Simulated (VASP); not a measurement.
# S (Fm-3m) in VASP: a series of runs

Runs on S. Level: PBEsol. Tasks: single point.

Everything below comes from runs of VASP 6.6.1. Logs are shortened: lines on timing, memory, paths and dates and some standing lists are left out, and cuts for length are marked.

**1. The cell of the first run**

The structure is cubic, space group Fm-3m (No. 225). Conventional cell: a = 3.472 Å, b = 3.472 Å, c = 3.472 Å, α = 90.00°, β = 90.00°, γ = 90.00°. Within 3.2 Å of S (site symmetry m-3m) lie 12 S at 2.46 Å.

This isn't the form of S at room conditions, which is orthorhombic, of S8 rings.

**2. Single point, PBEsol**

INCAR reads:

```
SYSTEM = S
ALGO = Normal ; EDIFF = 1E-7
ENCUT = 520 ; GGA = PS
ISIF = 2 ; ISMEAR = -1
LASPH = .True. ; LCHARG = .False.
LREAL = .False. ; LWAVE = .False.
NBANDS = 9 ; NELM = 80
PREC = Accurate ; SIGMA = 0.1
```

KPOINTS reads:

```
k-points
0
Gamma
  18 18 18
  0 0 0
```

POSCAR reads:

```
S
1.0
    0.0000000000      1.7359976310      1.7359976310
    1.7359976310      0.0000000000      1.7359976310
    1.7359976310      1.7359976310      0.0000000000
S
1
Direct
    0.0000000000      0.0000000000      0.0000000000
```

Potentials or basis: VASP PAW PBE potentials, release 64 (S).

Started as:

```bash
cat potpaw_PBE.64/S/POTCAR > POTCAR
mpirun -np 1 vasp_std > vasp.out
```

OUTCAR:

```text
SYSTEM = S
   EDIFF = 1E-7
   ENCUT = 520
   GGA = PS
   ISIF = 2
   ISMEAR = -1
   LASPH = .True.
   LREAL = .False.
   NELM = 80
   PREC = Accurate

 ion  position               nearest neighbor table
   1  0.000  0.000  0.000-

  LATTYP: Found a face centered cubic cell.
 ALAT       =     3.4719952620

  Lattice vectors:

 A1 = (   0.0000000000,   1.7359976310,   1.7359976310)
 A2 = (   1.7359976310,   0.0000000000,   1.7359976310)
 A3 = (   1.7359976310,   1.7359976310,   0.0000000000)

Analysis of symmetry for initial positions (statically):
=====================================================================
 Subroutine PRICEL returns:
 Original cell was already a primitive cell.

 Routine SETGRP: Setting up the symmetry group for a
 face centered cubic supercell.

 Subroutine GETGRP returns: Found 48 space group operations
 (whereof 48 operations were pure point group operations)
 out of a pool of 48 trial point group operations.

The static configuration has the point symmetry O_h .

Analysis of symmetry for dynamics (positions and initial velocities):
=====================================================================
 Subroutine PRICEL returns:
 Original cell was already a primitive cell.

 Routine SETGRP: Setting up the symmetry group for a
 face centered cubic supercell.

 Subroutine GETGRP returns: Found 48 space group operations
 (whereof 48 operations were pure point group operations)
 out of a pool of 48 trial point group operations.

The dynamic configuration has the point symmetry O_h .

 Subroutine INISYM returns: Found 48 space group operations
 (whereof 48 operations are pure point group operations),
 and found     1 'primitive' translations

----------------------------------------------------------------------------------------

                                     Primitive cell

  volume of cell :      10.4635

  direct lattice vectors                    reciprocal lattice vectors
     0.000000000  1.735997631  1.735997631    -0.288018826  0.288018826  0.288018826
     1.735997631  0.000000000  1.735997631     0.288018826 -0.288018826  0.288018826
     1.735997631  1.735997631  0.000000000     0.288018826  0.288018826 -0.288018826

  length of vectors
     2.455071394  2.455071394  2.455071394     0.498863241  0.498863241  0.498863241

  position of ions in fractional coordinates (direct lattice)
     0.000000000  0.000000000  0.000000000

  ion indices of the primitive-cell ions
   primitive index   ion index
                 1           1

----------------------------------------------------------------------------------------

 KPOINTS: k-points

Automatic generation of k-mesh.
 Grid dimensions read from file:
 generate k-points for:   18   18   18

 Generating k-lattice:

  Cartesian coordinates                     Fractional coordinates (reciprocal lattice)
    -0.016001046  0.016001046  0.016001046     0.055555556  0.000000000  0.000000000
     0.016001046 -0.016001046  0.016001046     0.000000000  0.055555556  0.000000000
     0.016001046  0.016001046 -0.016001046     0.000000000  0.000000000  0.055555556

  Length of vectors
     0.027714624  0.027714624  0.027714624

  Shift w.r.t. Gamma in fractional coordinates (k-lattice)
     0.000000000  0.000000000  0.000000000

 Subroutine IBZKPT returns following result:
 ===========================================

 Found    195 irreducible k-points:

 Following reciprocal coordinates:
            Coordinates               Weight
  0.000000  0.000000  0.000000      1.000000
  0.055556  0.000000  0.000000      8.000000
  0.111111  0.000000  0.000000      8.000000
  0.166667  0.000000  0.000000      8.000000
  0.222222  0.000000  0.000000      8.000000
  0.277778  0.000000  0.000000      8.000000
[... 16 lines left out ...]
 -0.277778  0.055556  0.000000     24.000000
 -0.222222  0.055556  0.000000     24.000000
 [... further k-points ...]
   k-points           NKPTS =    195   k-points in BZ     NKDIM =    195   number of bands    NBANDS=      9
   number of dos      NEDOS =    301   number of ions     NIONS =      1
   total plane-waves  NPLWV =   5832
   dimension x,y,z NGX =    18 NGY =   18 NGZ =   18
   dimension x,y,z NGXF=    36 NGYF=   36 NGZF=   36
   ions per type =               1
   NGX,Y,Z   is equivalent  to a cutoff of  12.19, 12.19, 12.19 a.u.
   NGXF,Y,Z  is equivalent  to a cutoff of  24.38, 24.38, 24.38 a.u.
 SYSTEM =  S
   PREC   = accura    normal or accurate (medium, high low for compatibility)
   ISTART =      0    job   : 0-new  1-cont  2-samecut
   ICHARG =      2    charge: 1-file 2-atom 10-const
   ISPIN  =      1    spin polarized calculation?
   LNONCOLLINEAR =      F non collinear calculations
   LSORBIT =      F    spin-orbit coupling
   LASPH  =      T    aspherical Exc in radial PAW
   ENCUT  =  520.0 eV  38.22 Ry    6.18 a.u.   4.56  4.56  4.56*2*pi/ulx,y,z
   NELM   =     80;   NELMIN=  2; NELMDL= -5     # of ELM steps
   EDIFF  = 0.1E-06   stopping-criterion for ELM
   LREAL  =      F    real-space projection
   EDIFFG = 0.1E-05   stopping-criterion for IOM
   NSW    =      0    number of steps for IOM
   IBRION =     -1    ionic relax: 0-MD 1-quasi-New 2-CG
   NFREE  =      0    steps in history (QN), initial steepest desc. (CG)
   ISIF   =      2    stress and relaxation
   ISYM   =      2    0-nonsym 1-usesym 2-fastsym
   POTIM  = 0.5000    time-step for ionic-motion
   TEBEG  =    0.0;   TEEND  =   0.0 temperature during run
   PSTRESS=    0.0 pullay stress
   NELECT =       6.0000    total number of electrons
   NUPDOWN=      -1.0000    fix difference up-down
   EMIN   =  10.00;   EMAX   =-10.00  energy-range for DOS
   EFERMI =   0.00;   METHOD = LEGACY
   ISMEAR =    -1;   SIGMA  =   0.10  broadening in eV -4-tet -1-fermi 0-gaus
   EFERMI_NEDOS =   21; number of points for ismear=-14 and -15
   IALGO  =     38    algorithm
   IMIX   =      4    mixing-type and parameters
     AMIX     =   0.40;   BMIX     =  1.00
     AMIX_MAG =   1.60;   BMIX_MAG =  1.00
  volume/ion in A,a.u.               =      10.46        70.61
  Fermi-wavevector in a.u.,A,eV,Ry     =   1.360085  2.570188 25.168490  1.849832
  Thomas-Fermi vector in A             =   2.486778
   LORBIT       =      0    0 simple, 1 ext, 2 COOP (PROOUT), +10 PAW based schemes
   GGA     = PS    functional components
   LHFCALC =     F    Hartree Fock is set to
   AEXX    =    0.0000 exact exchange contribution
   IVDW    =     0    specifies the selected vdW correction
   LEPSILON=     F    determine dielectric tensor
   LRPA    =     F    only Hartree local field effects (RPA)
 non-spin polarized calculation
  energy-cutoff  :      520.00
  volume of cell :       10.46
 maximum number of plane-waves:       295
   NGX =  9   NGY =  9   NGZ =  9

 number of electron       5.9999998 magnetization

 Free energy of the ion-electron system (eV)
  ---------------------------------------------------
  ext. energy  EPLUGINS =         0.00000000
  ---------------------------------------------------
  free energy    TOTEN  =        -2.62243638 eV

  energy without entropy =       -2.60539925  energy(sigma->0) =       -2.61391782

 E-fermi :  14.5665     XC(G=0): -13.3054

 val. band max:       14.4962753482   @ k =   0.4444   0.2778   0.0556
 cond. band min:      14.5745195718   @ k =  -0.4444   0.2778   0.0556
 fundamental gap:      0.0782442237
 Fermi energy:        14.5664883061

 k-point     1 :       0.0000    0.0000    0.0000
  band No.  band energies     occupation
      1      -7.3576      2.00000
      2      20.7079      0.00000
      3      20.7079      0.00000
      4      20.7079      0.00000
      5      26.8022      0.00000
      6      26.8022      0.00000
      7      26.8022      0.00000
      8      34.5149      0.00000
      9      34.5179      0.00000

 k-point     2 :       0.0556    0.0000    0.0000
  band No.  band energies     occupation
      1      -7.2511      2.00000
      2      19.8557      0.00000
      3      20.5553      0.00000
      4      20.5553      0.00000
      5      26.8789      0.00000
      6      27.0646      0.00000
      7      27.0646      0.00000
      8      34.1180      0.00000
      9      34.1180      0.00000

 k-point     3 :       0.1111    0.0000    0.0000
  band No.  band energies     occupation
      1      -6.9323      2.00000
      2      17.8473      0.00000
      3      20.1790      0.00000
      4      20.1790      0.00000
      5      26.8989      0.00000
      6      27.7024      0.00000
      7      27.7024      0.00000
      8      33.2811      0.00000
      9      33.2811      0.00000

 k-point     4 :       0.1667    0.0000    0.0000
  band No.  band energies     occupation
      1      -6.4027      2.00000
      2      15.3878      0.00054
      3      19.7237      0.00000
      4      19.7237      0.00000
      5      26.7665      0.00000
      6      28.2774      0.00000
      7      28.2774      0.00000
      8      32.7178      0.00000
      9      32.7178      0.00000

 k-point     5 :       0.2222    0.0000    0.0000
  band No.  band energies     occupation
      1      -5.6652      2.00000
      2      12.8199      2.00000
      3      19.2896      0.00000
      4      19.2896      0.00000
      5      26.5677      0.00000
      6      28.1998      0.00000
      7      28.1998      0.00000
      8      33.1438      0.00000
      9      33.1438      0.00000

 k-point     6 :       0.2778    0.0000    0.0000
  band No.  band energies     occupation
      1      -4.7254      2.00000
      2      10.2943      2.00000
      3      18.9256      0.00000
      4      18.9256      0.00000
      5      26.3783      0.00000
      6      27.5578      0.00000
      7      27.5578      0.00000
      8      34.5066      0.00000
      9      34.5067      0.00000
[... 169 lines left out ...]
 k-point    21 :      -0.3889    0.0556    0.0000
  band No.  band energies     occupation
      1      -1.7464      2.00000
      2       5.0662      2.00000
      3      17.3483      0.00000
      4      18.5370      0.00000
      5      25.9128      0.00000
      6      26.1035      0.00000
      7      26.6863      0.00000
      8      34.3025      0.00000
      9      37.8252      0.00000

 k-point    22 :      -0.3333    0.0556    0.0000
  band No.  band energies     occupation
      1      -3.0850      2.00000
      2       7.2093      2.00000
      3      17.3688      0.00000
      4      18.9009      0.00000
      5      26.4574      0.00000
      6      26.5942      0.00000
      7      26.7592      0.00000
      8      34.8428      0.00000
      9      35.7353      0.00000

 k-point    23 :      -0.2778    0.0556    0.0000
  band No.  band energies     occupation
      1      -4.2757      2.00000
      2       9.5571      2.00000
      3      17.5190      0.00000
      4      19.3106      0.00000
      5      26.7759      0.00000
      6      27.0270      0.00000
      7      27.5140      0.00000
      8      33.7743      0.00000
      9      35.0069      0.00000

 k-point    24 :      -0.2222    0.0556    0.0000
  band No.  band energies     occupation
      1      -5.2805      2.00000
      2      12.0427      2.00000
      3      17.8049      0.00000
      4      19.7495      0.00000
      5      26.8757      0.00000
      6      27.6676      0.00000
      7      28.3749      0.00000
      8      32.1897      0.00000
      9      33.9895      0.00000

 [... further k-points ...]
[... 5 lines left out ...]
  --------------------------------------------------------------------------------------
  -------------------------------------------------------------------------------------
  Total        4.5058141      4.5058141      4.5058141     -0.0000000      0.0000000      0.0000000
  in kB      689.9322966    689.9322966    689.9322966     -0.0000000      0.0000000      0.0000000
  external PRESSURE =     689.9322966 kB  Pullay stress =       0.0000000 kB

 VOLUME and BASIS-vectors are now :
 -----------------------------------------------------------------------------
  energy-cutoff  :      520.00
  volume of cell :       10.46
      direct lattice vectors                 reciprocal lattice vectors
     0.000000000  1.735997631  1.735997631    -0.288018826  0.288018826  0.288018826
     1.735997631  0.000000000  1.735997631     0.288018826 -0.288018826  0.288018826
     1.735997631  1.735997631  0.000000000     0.288018826  0.288018826 -0.288018826

 POSITION                                       TOTAL-FORCE (eV/Angst)
 -----------------------------------------------------------------------------------
      0.00000      0.00000      0.00000        -0.000000      0.000000      0.000000
 -----------------------------------------------------------------------------------
    total drift:                               -0.000000      0.000000     -0.000000

  FREE ENERGIE OF THE ION-ELECTRON SYSTEM (eV)
  ---------------------------------------------------
  free  energy   TOTEN  =        -2.6224363847 eV

  energy  without entropy=       -2.6053992545  energy(sigma->0) =       -2.61391782
```

It took 20 s on 1 thread of AMD EPYC 7R13, shared host; peak memory 0.09 GiB.

Results:

* Free energy: -2.6224 eV
* Pressure: 69.0 GPa
* Band gap on the k mesh: zero (bands 3 and 4 overlap by 11.12 eV)

Caveat: the cell stands under pressure; the PAW data sets were made with another functional, which shifts forces and pressure a little.

**3. Single point, PBEsol**

INCAR reads:

```
PREC     = Accurate       # precision mode
ENCUT    = 520            # plane-wave cutoff, eV
EDIFF    = 1E-6           # SCF threshold, eV
ISMEAR   = -1             # smearing method
SIGMA    = 0.1            # smearing width, eV
LREAL    = F              # projectors in reciprocal space
LASPH    = T              # aspherical terms in the spheres
NELM     = 60             # most SCF steps
ALGO     = Normal         # electronic algorithm
ISIF     = 2              # what is computed and relaxed
LWAVE    = F              # write WAVECAR
LCHARG   = F              # write CHGCAR
GGA      = PS             # functional
NBANDS   = 9              # bands
```

KPOINTS reads:

```
regular mesh
0
Gamma
  18 18 18
```

POSCAR reads:

```
S
1.0
    0.0000000000      1.7363810902      1.7363810902
    1.7363810902      0.0000000000      1.7363810902
    1.7363810902      1.7363810902      0.0000000000
S
1
Direct
    0.0000000000      0.0000000000      0.0000000000
```

Potentials or basis: VASP PAW PBE potentials, release 64 (S).

Started as:

```bash
cat potpaw_PBE.64/S/POTCAR > POTCAR
mpirun -np 1 vasp_std > vasp.out
```

It took 17 s on 1 thread of AMD EPYC 7R13, shared host; peak memory 0.09 GiB.

It converged, with:

```yaml
Free_energy: -2.6254 eV
Pressure: 68.8 GPa
Band_gap_on_the_k_mesh: zero (bands 3 and 4 overlap by 11.11 eV)
```

Levels at points of the mesh, in eV from the Fermi level:
| k point | band 1 | band 2 | band 3 | band 4 | band 5 | band 6 | band 7 |
| --- | --- | --- | --- | --- | --- | --- | --- |
| (0.00, 0.00, 0.00) | -21.91 | 6.14 | 6.14 | 6.14 | 12.24 | 12.24 | 12.24 |
| (0.50, 0.00, 0.00) | -14.65 | -11.85 | 3.75 | 3.75 | 11.10 | 11.10 | 11.52 |
| (0.50, 0.50, 0.00) | -11.36 | -10.23 | -1.22 | -1.22 | 3.57 | 4.49 | 26.57 |

Caveat: the cell stands under pressure; the PAW data sets were made with another functional, which shifts forces and pressure a little.
